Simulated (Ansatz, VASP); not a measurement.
# Si2C: VASP beside Ansatz

```xyz
6
Lattice="3.0131 0.0000 0.0000 -1.5065 2.6094 0.0000 0.0000 0.0000 9.8865" Properties=species:S:1:pos:R:3 pbc="T T T"
Si    0.0000    1.7396    7.3260
Si    0.0000    1.7396    2.5605
Si    0.0000    1.7396    4.9432
Si    1.5065    0.8698    0.0000
C     1.5065    0.8698    1.9414
C     1.5065    0.8698    7.9451
```

Alike in both runs: functional PBE; k mesh 12 × 12 × 4; occupations gaussian, width 0.1 eV; no spin polarisation.

Ansatz relaxed the structure, and its values are those at the end. VASP's run is a single point on that final structure, the one shown.

|  | VASP | Ansatz |
| --- | --- | --- |
| version | VASP 6.6.1 | Ansatz 0.2.0 |
| potentials or method | VASP PAW PBE potentials, release 64 (Si, C), cutoff 520 eV | scalar-relativistic, plane waves, PAW |
| valence electrons in the cell | 24 | 24 |

Ansatz gave:

- gap on the k mesh at the Fermi level (eV): none
- pressure (GPa): 0.0
- rms of the force components (eV/Å): 0.001

Q: Which values does VASP return?

A: gap on the k mesh at the Fermi level (eV): none; pressure (GPa): 0.0; rms of the force components (eV/Å): 0.005.

A gap of «none» marks a metal or a gap that the smearing closes. The functional is the same, so the differences come from potentials, cutoffs and numerics.
